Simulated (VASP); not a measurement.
Input of a VASP 6.6.1 run:

File INCAR:

```
PREC = Accurate ; ENCUT = 560
EDIFF = 1E-6 ; ISMEAR = 0
SIGMA = 0.15 ; LREAL = False
LASPH = True ; NELM = 120
ALGO = Normal ; ISIF = 2
LWAVE = False ; LCHARG = True
GGA = PE ; LELF = True
LVHAR = True ; NBANDS = 14
GGA_COMPAT = False
```

Contents of KPOINTS:

```
regular mesh
0
Gamma
  10 10 10
```

POSCAR

```
Re
1.0
    0.0000000000      2.1885898504      1.6917799544
    2.1885898504      0.0000000000      1.6917799544
    2.1885898504      2.1885898504      0.0000000000
Re
1
Direct
    0.0000000000      0.0000000000      0.0000000000
```

Potentials or basis: VASP PAW PBE potentials, release 64 (Re_sv_GW).

The run is started by

```console
$ cat potpaw_PBE.64/Re_sv_GW/POTCAR > POTCAR
$ mpirun -np 1 vasp_std > vasp.out
```

Problem. What does it give for the pressure?

Solution. -22.5 GPa.

Problem. Predict the band gap on the k mesh.

Solution. Zero (an odd number of electrons rules out a gap without spin polarisation).

Stress tensor (GPa, compression positive):
```
-23.62   0.00   0.00
  0.00 -23.62   0.00
  0.00   0.00 -20.15
```

Caveat: the cell stands under tension; spin-orbit coupling is left out, which moves the levels of the heavy elements.
